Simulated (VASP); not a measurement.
# TiO2 (P4_2/mnm) in VASP: a series of runs

Aim: see how the results for TiO2 move with the level of theory and the settings. Levels: PBE, PBEsol, r2SCAN. Tasks: single point.

Everything below comes from runs of VASP 6.6.1. Logs are shortened: lines on timing, memory, paths and dates and some standing lists are left out, and cuts for length are marked.

## Step 1: The cell of the first run

The structure is tetragonal, space group P4_2/mnm (No. 136). The conventional cell has a = 4.591 Å, b = 4.591 Å, c = 2.939 Å, α = 90.00°, β = 90.00°, γ = 90.00°. Ti (site symmetry mmm) has 6 O at 1.94 to 1.98 Å within 2.6 Å. Within 2.6 Å of O (site symmetry m2m) lie 3 Ti at 1.94 to 1.98 Å and 1 O at 2.54 Å.

## Step 2: Single point, PBE

Input file INCAR:

```
PREC = Accurate ; ENCUT = 520
EDIFF = 1E-6 ; ISMEAR = -1
SIGMA = 0.05 ; LREAL = False
LASPH = True ; NELM = 100
ALGO = Normal ; ISIF = 2
LWAVE = False ; LCHARG = True
GGA = PE ; LELF = True
LVHAR = True ; NBANDS = 33
```

Input file KPOINTS:

```
regular mesh
0
Gamma
  5 5 8
```

Input file POSCAR:

```
TiO2
1.0
    4.5914140000      0.0000000000      0.0000000000
    0.0000000000      4.5914140000      0.0000000000
    0.0000000000      0.0000000000      2.9388710000
Ti O
2 4
Direct
    0.0000000000      0.0000000000      0.0000000000
    0.5000000000      0.5000000000      0.5000000000
    0.3044560000      0.3044560000      0.0000000000
    0.6955440000      0.6955440000      0.0000000000
    0.1955440000      0.8044560000      0.5000000000
    0.8044560000      0.1955440000      0.5000000000
```

Potentials or basis: VASP PAW PBE potentials, release 64 (Ti_sv, O).

Started as:

```sh
$ cat potpaw_PBE.64/Ti_sv/POTCAR potpaw_PBE.64/O/POTCAR > POTCAR
$ mpirun -np 1 vasp_std > vasp.out
```

OUTCAR:

```text
PREC = Accurate
   ENCUT = 520
   EDIFF = 1E-6
   ISMEAR = -1
   LREAL = False
   LASPH = True
   NELM = 100
   ISIF = 2
   GGA = PE

 ion  position               nearest neighbor table
   1  0.000  0.000  0.000-   5 1.94   6 1.94   5 1.94   6 1.94   3 1.98   4 1.98
   2  0.500  0.500  0.500-   3 1.94   4 1.94   3 1.94   4 1.94   5 1.98   6 1.98
   3  0.304  0.304  0.000-   2 1.94   2 1.94   1 1.98
   4  0.696  0.696  0.000-   2 1.94   2 1.94   1 1.98
   5  0.196  0.804  0.500-   1 1.94   1 1.94   2 1.98
   6  0.804  0.196  0.500-   1 1.94   1 1.94   2 1.98

  LATTYP: Found a simple tetragonal cell.
 ALAT       =     4.5914140000
 C/A-ratio  =     0.6400797227

  Lattice vectors:

 A1 = (   4.5914140000,   0.0000000000,   0.0000000000)
 A2 = (   0.0000000000,   4.5914140000,   0.0000000000)
 A3 = (   0.0000000000,   0.0000000000,   2.9388710000)

Analysis of symmetry for initial positions (statically):
=====================================================================
 Subroutine PRICEL returns:
 Original cell was already a primitive cell.

 Routine SETGRP: Setting up the symmetry group for a
 simple tetragonal supercell.

 Subroutine GETGRP returns: Found 16 space group operations
 (whereof  8 operations were pure point group operations)
 out of a pool of 16 trial point group operations.

The static configuration has the point symmetry D_2h.
 The point group associated with its full space group is D_4h.

Analysis of symmetry for dynamics (positions and initial velocities):
=====================================================================
 Subroutine PRICEL returns:
 Original cell was already a primitive cell.

 Routine SETGRP: Setting up the symmetry group for a
 simple tetragonal supercell.

 Subroutine GETGRP returns: Found 16 space group operations
 (whereof  8 operations were pure point group operations)
 out of a pool of 16 trial point group operations.

The dynamic configuration has the point symmetry D_2h.
 The point group associated with its full space group is D_4h.

 Subroutine INISYM returns: Found 16 space group operations
 (whereof  8 operations are pure point group operations),
 and found     1 'primitive' translations

----------------------------------------------------------------------------------------

                                     Primitive cell

  volume of cell :      61.9546

  direct lattice vectors                    reciprocal lattice vectors
     4.591414000  0.000000000  0.000000000     0.217797829  0.000000000  0.000000000
     0.000000000  4.591414000  0.000000000     0.000000000  0.217797829  0.000000000
     0.000000000  0.000000000  2.938871000     0.000000000  0.000000000  0.340266721

  length of vectors
     4.591414000  4.591414000  2.938871000     0.217797829  0.217797829  0.340266721

  position of ions in fractional coordinates (direct lattice)
     0.000000000  0.000000000  0.000000000
     0.500000000  0.500000000  0.500000000
     0.304456000  0.304456000  0.000000000
     0.695544000  0.695544000  0.000000000
     0.195544000  0.804456000  0.500000000
     0.804456000  0.195544000  0.500000000

  ion indices of the primitive-cell ions
   primitive index   ion index
                 1           1
                 2           2
                 3           3
                 4           4
                 5           5
                 6           6

----------------------------------------------------------------------------------------

 KPOINTS: regular mesh

Automatic generation of k-mesh.
 Grid dimensions read from file:
 generate k-points for:    5    5    8

 Generating k-lattice:

  Cartesian coordinates                     Fractional coordinates (reciprocal lattice)
     0.043559566  0.000000000  0.000000000     0.200000000  0.000000000  0.000000000
     0.000000000  0.043559566  0.000000000     0.000000000  0.200000000  0.000000000
     0.000000000  0.000000000  0.042533340     0.000000000  0.000000000  0.125000000

  Length of vectors
     0.043559566  0.043559566  0.042533340

  Shift w.r.t. Gamma in fractional coordinates (k-lattice)
     0.000000000  0.000000000  0.000000000

 Subroutine IBZKPT returns following result:
 ===========================================

 Found     30 irreducible k-points:

 Following reciprocal coordinates:
            Coordinates               Weight
  0.000000  0.000000  0.000000      1.000000
  0.200000  0.000000  0.000000      4.000000
  0.400000  0.000000  0.000000      4.000000
  0.200000  0.200000  0.000000      4.000000
  0.400000  0.200000  0.000000      8.000000
  0.400000  0.400000  0.000000      4.000000
[... 16 lines left out ...]
  0.400000  0.200000  0.375000     16.000000
  0.400000  0.400000  0.375000      8.000000
 [... further k-points ...]
   k-points           NKPTS =     30   k-points in BZ     NKDIM =     30   number of bands    NBANDS=     33
   number of dos      NEDOS =    301   number of ions     NIONS =      6
   total plane-waves  NPLWV =  31104
   dimension x,y,z NGX =    36 NGY =   36 NGZ =   24
   dimension x,y,z NGXF=    72 NGYF=   72 NGZF=   48
   ions per type =               2   4
   NGX,Y,Z   is equivalent  to a cutoff of  13.03, 13.03, 13.58 a.u.
   NGXF,Y,Z  is equivalent  to a cutoff of  26.07, 26.07, 27.15 a.u.
 SYSTEM =  unknown system
   PREC   = accura    normal or accurate (medium, high low for compatibility)
   ISTART =      0    job   : 0-new  1-cont  2-samecut
   ICHARG =      2    charge: 1-file 2-atom 10-const
   ISPIN  =      1    spin polarized calculation?
   LNONCOLLINEAR =      F non collinear calculations
   LSORBIT =      F    spin-orbit coupling
   LASPH  =      T    aspherical Exc in radial PAW
   ENCUT  =  520.0 eV  38.22 Ry    6.18 a.u.   8.54  8.54  5.46*2*pi/ulx,y,z
   NELM   =    100;   NELMIN=  2; NELMDL= -5     # of ELM steps
   EDIFF  = 0.1E-05   stopping-criterion for ELM
   LREAL  =      F    real-space projection
   EDIFFG = 0.1E-04   stopping-criterion for IOM
   NSW    =      0    number of steps for IOM
   IBRION =     -1    ionic relax: 0-MD 1-quasi-New 2-CG
   NFREE  =      0    steps in history (QN), initial steepest desc. (CG)
   ISIF   =      2    stress and relaxation
   ISYM   =      2    0-nonsym 1-usesym 2-fastsym
   POTIM  = 0.5000    time-step for ionic-motion
   TEBEG  =    0.0;   TEEND  =   0.0 temperature during run
   PSTRESS=    0.0 pullay stress
   NELECT =      48.0000    total number of electrons
   NUPDOWN=      -1.0000    fix difference up-down
   EMIN   =  10.00;   EMAX   =-10.00  energy-range for DOS
   EFERMI =   0.00;   METHOD = LEGACY
   ISMEAR =    -1;   SIGMA  =   0.05  broadening in eV -4-tet -1-fermi 0-gaus
   EFERMI_NEDOS =   21; number of points for ismear=-14 and -15
   IALGO  =     38    algorithm
   IMIX   =      4    mixing-type and parameters
     AMIX     =   0.40;   BMIX     =  1.00
     AMIX_MAG =   1.60;   BMIX_MAG =  1.00
  volume/ion in A,a.u.               =      10.33        69.68
  Fermi-wavevector in a.u.,A,eV,Ry     =   1.503595  2.841382 30.760008  2.260797
  Thomas-Fermi vector in A             =   2.614684
   LORBIT       =      0    0 simple, 1 ext, 2 COOP (PROOUT), +10 PAW based schemes
   GGA     = PE    functional components
   LHFCALC =     F    Hartree Fock is set to
   AEXX    =    0.0000 exact exchange contribution
   IVDW    =     0    specifies the selected vdW correction
   LEPSILON=     F    determine dielectric tensor
   LRPA    =     F    only Hartree local field effects (RPA)
 non-spin polarized calculation
  energy-cutoff  :      520.00
  volume of cell :       61.95
 maximum number of plane-waves:      1683
 NGX is ok and might be reduce to    36
   NGX = 17   NGY = 17   NGZ = 11

 number of electron      48.0000020 magnetization

 Free energy of the ion-electron system (eV)
  ---------------------------------------------------
  ext. energy  EPLUGINS =         0.00000000
  ---------------------------------------------------
  free energy    TOTEN  =       -53.62408822 eV

  energy without entropy =      -53.62408822  energy(sigma->0) =      -53.62408822

 E-fermi :   5.8401     XC(G=0): -11.4518

 val. band max:        4.9173334533   @ k =   0.0000   0.0000   0.0000
 cond. band min:       6.7956763263   @ k =   0.0000   0.0000   0.0000
 fundamental gap:      1.8783428730
 Fermi energy:         5.8400607549

 k-point     1 :       0.0000    0.0000    0.0000
  band No.  band energies     occupation
      1     -51.9630      2.00000
      2     -51.9454      2.00000
      3     -28.2791      2.00000
      4     -28.2791      2.00000
      5     -28.1085      2.00000
      6     -28.1085      2.00000
[... 25 lines left out ...]
     32      11.6029      0.00000
     33      11.6076      0.00000

 k-point     2 :       0.2000    0.0000    0.0000
  band No.  band energies     occupation
      1     -51.9613      2.00000
      2     -51.9470      2.00000
      3     -28.2661      2.00000
      4     -28.2649      2.00000
      5     -28.1242      2.00000
      6     -28.1230      2.00000
[... 25 lines left out ...]
     32      11.4729      0.00000
     33      11.4987      0.00000

 k-point     3 :       0.4000    0.0000    0.0000
  band No.  band energies     occupation
      1     -51.9569      2.00000
      2     -51.9514      2.00000
      3     -28.2345      2.00000
      4     -28.2322      2.00000
      5     -28.1592      2.00000
      6     -28.1570      2.00000
[... 25 lines left out ...]
     32      11.2664      0.00000
     33      11.2956      0.00000

 k-point     4 :       0.2000    0.2000    0.0000
  band No.  band energies     occupation
      1     -51.9600      2.00000
      2     -51.9484      2.00000
      3     -28.2835      2.00000
      4     -28.2307      2.00000
      5     -28.1603      2.00000
      6     -28.1057      2.00000
[... 25 lines left out ...]
     32      11.2804      0.00000
     33      11.5997      0.00000

 k-point     5 :       0.4000    0.2000    0.0000
  band No.  band energies     occupation
      1     -51.9564      2.00000
      2     -51.9519      2.00000
      3     -28.2722      2.00000
      4     -28.2381      2.00000
      5     -28.1542      2.00000
      6     -28.1190      2.00000
[... 604 lines left out ...]
 k-point    22 :       0.2000    0.2000    0.3750
  band No.  band energies     occupation
      1     -51.9193      2.00000
      2     -51.9148      2.00000
      3     -28.4626      2.00000
      4     -28.4514      2.00000
      5     -28.1640      2.00000
      6     -28.1332      2.00000
[... 25 lines left out ...]
     32      10.7847      0.00000
     33      11.0090      0.00000

 k-point    23 :       0.4000    0.2000    0.3750
  band No.  band energies     occupation
      1     -51.9179      2.00000
      2     -51.9162      2.00000
      3     -28.4619      2.00000
      4     -28.4560      2.00000
      5     -28.1568      2.00000
      6     -28.1374      2.00000
[... 25 lines left out ...]
     32      10.3864      0.00000
     33      11.5224      0.00000

 k-point    24 :       0.4000    0.4000    0.3750
  band No.  band energies     occupation
      1     -51.9173      2.00000
      2     -51.9167      2.00000
      3     -28.4549      2.00000
      4     -28.4514      2.00000
      5     -28.1674      2.00000
      6     -28.1587      2.00000
[... 25 lines left out ...]
     32      10.9556      0.00000
     33      10.9966      0.00000

 [... further k-points ...]
[... 5 lines left out ...]
  --------------------------------------------------------------------------------------
  -------------------------------------------------------------------------------------
  Total        2.8256974      2.8256974      3.4336868      0.0000000      0.0000000      0.0000000
  in kB       73.0739875     73.0739875     88.7969058      0.0000000      0.0000000      0.0000000
  external PRESSURE =      78.3149603 kB  Pullay stress =       0.0000000 kB

 VOLUME and BASIS-vectors are now :
 -----------------------------------------------------------------------------
  energy-cutoff  :      520.00
  volume of cell :       61.95
      direct lattice vectors                 reciprocal lattice vectors
     4.591414000  0.000000000  0.000000000     0.217797829  0.000000000  0.000000000
     0.000000000  4.591414000  0.000000000     0.000000000  0.217797829  0.000000000
     0.000000000  0.000000000  2.938871000     0.000000000  0.000000000  0.340266721

 POSITION                                       TOTAL-FORCE (eV/Angst)
 -----------------------------------------------------------------------------------
      0.00000      0.00000      0.00000         0.000000      0.000000      0.000000
      2.29571      2.29571      1.46944         0.000000      0.000000      0.000000
      1.39788      1.39788      0.00000        -0.069338     -0.069338     -0.000000
      3.19353      3.19353      0.00000         0.069338      0.069338      0.000000
      0.89782      3.69359      1.46944         0.069338     -0.069338     -0.000000
      3.69359      0.89782      1.46944        -0.069338      0.069338      0.000000
 -----------------------------------------------------------------------------------
    total drift:                               -0.000000      0.000000      0.000000

  FREE ENERGIE OF THE ION-ELECTRON SYSTEM (eV)
  ---------------------------------------------------
  free  energy   TOTEN  =       -53.6240882189 eV

  energy  without entropy=      -53.6240882185  energy(sigma->0) =      -53.62408822
```

It took 54 s on 1 thread of Intel Xeon 6975P-C, shared host; peak memory 0.2 GiB.

Results:

| Quantity | Value |
| --- | --- |
| Free energy | -53.6241 eV |
| Pressure | 7.8 GPa |
| Largest force | 0.098 eV/Å |
| Band gap on the k mesh | 1.88 eV, direct |

Forces on the atoms (eV/Å):
```
Ti   0.000  0.000  0.000
Ti   0.000  0.000  0.000
O   -0.069 -0.069  0.000
O    0.069  0.069  0.000
O    0.069 -0.069  0.000
O   -0.069  0.069  0.000
```

Levels at points of the mesh, in eV from the valence-band top:
```csv
k point,band 21,band 22,band 23,band 24,band 25,band 26,band 27,band 28
"(0.00, 0.00, 0.00)",-0.68,-0.45,-0.45,0.00,1.88,2.17,2.44,2.54
"(0.00, 0.00, 0.50)",-2.37,-2.37,-1.43,-1.43,3.00,3.00,3.25,3.25
```

A k mesh can miss the band edges. A hybrid or GW would open this gap; PBE tends to underestimate it.

## Step 3: Single point, PBEsol

Input file INCAR:

```
SYSTEM = TiO2
PREC = Accurate
ENCUT = 520
EDIFF = 1E-6
ISMEAR = -1
SIGMA = 0.05
LREAL = .False.
LASPH = .True.
NELM = 80
ALGO = Normal
ISIF = 2
LWAVE = .False.
LCHARG = .False.
GGA = PS
NBANDS = 33
```

Input file KPOINTS:

```
regular mesh
0
Gamma
  5 5 8
  0 0 0
```

POSCAR is that of step 2.

Potentials or basis: VASP PAW PBE potentials, release 64 (Ti_sv, O).

Started as:

```sh
$ cat potpaw_PBE.64/Ti_sv/POTCAR potpaw_PBE.64/O/POTCAR > POTCAR
$ mpirun -np 1 vasp_std > vasp.out
```

Wall time 1.7 min (1 thread of Intel Xeon 6975P-C, shared host); peak memory 0.2 GiB.

It converged, with:

```
Free energy            : -56.0982 eV
Pressure               : 0.6 GPa
Largest force          : 0.027 eV/Å
Band gap on the k mesh : 1.84 eV, direct
```

Forces on the atoms (eV/Å):
```
Ti   0.000  0.000  0.000
Ti   0.000  0.000  0.000
O   -0.019 -0.019  0.000
O    0.019  0.019  0.000
O    0.019 -0.019  0.000
O   -0.019  0.019  0.000
```

Stress tensor (GPa, compression positive):
```
0.53 0.00 0.00
0.00 0.53 0.00
0.00 0.00 0.86
```

Levels at points of the mesh, in eV from the valence-band top:
| k point | band 20 | band 21 | band 22 | band 23 | band 24 | band 25 | band 26 | band 27 | band 28 | band 29 |
| --- | --- | --- | --- | --- | --- | --- | --- | --- | --- | --- |
| (0.00, 0.00, 0.00) | -1.97 | -0.68 | -0.46 | -0.46 | 0.00 | 1.84 | 2.12 | 2.42 | 2.52 | 2.52 |
| (0.00, 0.00, 0.50) | -2.81 | -2.43 | -2.43 | -1.45 | -1.45 | 2.99 | 2.99 | 3.24 | 3.24 | 3.70 |

Caveat: the PAW data sets were made with another functional, which shifts forces and pressure a little. As with any semilocal functional, this PBEsol gap is likely too small.

## Step 4: Single point, r2SCAN

POSCAR is that of step 3.

Input file INCAR.step1:

```
PREC = Accurate ; ENCUT = 520
ISMEAR = -1 ; SIGMA = 0.05
LREAL = False ; LASPH = True
NELM = 100 ; NBANDS = 33
GGA = PE ; ALGO = Normal
EDIFF = 1E-4 ; LWAVE = True
LCHARG = False
```

Input file INCAR.step2:

```
PREC = Accurate ; ENCUT = 520
EDIFF = 1E-7 ; ISMEAR = -1
SIGMA = 0.05 ; LREAL = False
LASPH = True ; NELM = 100
ALGO = Normal ; ISIF = 2
LWAVE = False ; LCHARG = False
METAGGA = R2SCAN ; LMIXTAU = True
NBANDS = 33 ; ISTART = 1
```

Input file KPOINTS:

```
regular mesh
0
Gamma
  5 5 8
```

Started as:

```sh
$ cat potpaw_PBE.64/Ti_sv/POTCAR potpaw_PBE.64/O/POTCAR > POTCAR
$ cp INCAR.step1 INCAR
$ mpirun -np 1 vasp_std > vasp.out
$ cp INCAR.step2 INCAR
$ mpirun -np 1 vasp_std > vasp.out
```

It took 5.8 min on 1 thread of Intel Xeon 6975P-C, shared host; peak memory 0.2 GiB.

Results (log left out):

```
Free energy            : -69.7856 eV
Pressure               : 3.3 GPa
Largest force          : 0.054 eV/Å
Band gap on the k mesh : 2.25 eV, direct
```

Forces in eV/Å, atoms in the order of the input:
```
Ti   0.000  0.000  0.000
Ti   0.000  0.000  0.000
O   -0.038 -0.038  0.000
O    0.038  0.038  0.000
O    0.038 -0.038  0.000
O   -0.038  0.038  0.000
```

Stress tensor (GPa, compression positive):
```
2.51 0.00 0.00
0.00 2.51 0.00
0.00 0.00 4.85
```

Levels at points of the mesh, in eV from the valence-band top:
| k point | band 20 | band 21 | band 22 | band 23 | band 24 | band 25 | band 26 | band 27 | band 28 | band 29 |
| --- | --- | --- | --- | --- | --- | --- | --- | --- | --- | --- |
| (0.00, 0.00, 0.00) | -2.05 | -0.75 | -0.49 | -0.49 | 0.00 | 2.25 | 2.57 | 2.83 | 2.93 | 2.93 |
| (0.00, 0.00, 0.50) | -2.91 | -2.41 | -2.41 | -1.49 | -1.49 | 3.37 | 3.37 | 3.67 | 3.67 | 4.08 |

Caveat: the PAW data sets were made with another functional, which shifts forces and pressure a little. r2SCAN opens gaps a little over a GGA but as a rule still falls short of measured ones.

## Step 5: Summary

```tsv
level	gap on the mesh (eV)	pressure (GPa)	largest force (eV/Å)
PBE	1.88	7.8	0.10
PBEsol	1.84	0.6	0.03
r2SCAN	2.25	3.3	0.05
```

Alike in all rows: task single point; potentials or basis VASP PAW PBE potentials, release 64 (Ti_sv, O); no spin polarisation; cell as given; k mesh 5 × 5 × 8; cutoff (eV) 520; smearing fermi-dirac 0.05 eV.

On the cell as given the gap runs from 1.84 eV (PBEsol) to 2.25 eV (r2SCAN). The pressure there spans 0.6 GPa (PBEsol) to 7.8 GPa (PBE); a positive pressure means that this level wants a larger cell, a negative one a smaller.

Caveats: the PAW data sets were made with another functional, which shifts forces and pressure a little (some runs).

Absolute energies hang on the potentials; compare differences alone.
